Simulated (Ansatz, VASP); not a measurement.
**MnO in VASP and in Ansatz**

```xyz
2
Lattice="0.0000 2.2743 2.2743 2.2743 0.0000 2.2743 2.2743 2.2743 0.0000" Properties=species:S:1:pos:R:3 pbc="T T T"
Mn    0.0000    0.0000    0.0000
O     2.2743    2.2743    2.2743
```

Alike in both runs: task single point; functional RPBE; dispersion D4; k mesh 10 × 10 × 10; occupations gaussian, width 0.05 eV; collinear spin; Hubbard terms Mn d U = 3.9 eV.

```csv
,VASP,Ansatz
version,VASP 6.6.1,Ansatz 0.2.0
potentials or method,"VASP PAW PBE potentials, release 64 (Mn_pv, O), cutoff 520 eV","scalar-relativistic, plane waves, PAW"
valence electrons in the cell,19,21
```

|  | VASP | Ansatz | Ansatz less VASP |
| --- | --- | --- | --- |
| gap on the k mesh at the Fermi level (eV) | 0.14 | 0.03 | -0.102 |
| least direct gap on the mesh (eV) | 2.23 | 1.52 | -0.704 |
| pressure (GPa) | -4.1 | -2.8 | +1.34 |
| net moment per atom (μB) | 2.50 | 2.50 | 0.000 |
| size of the moment on the site where the two differ most (μB) | 4.64 | 4.34 | -0.301 |

VASP's potentials were made for PBE, not for RPBE. Site moments also hang on the region over which each program counts them. The programs project onto different local orbitals, so the same U acts differently, and such runs can settle in different states. VASP's potentials hold 19 valence electrons a cell and Ansatz's 21, so a difference there can come from the potentials and not from the codes. Ansatz's warnings: filled band counts differ across k points, stability check not made.
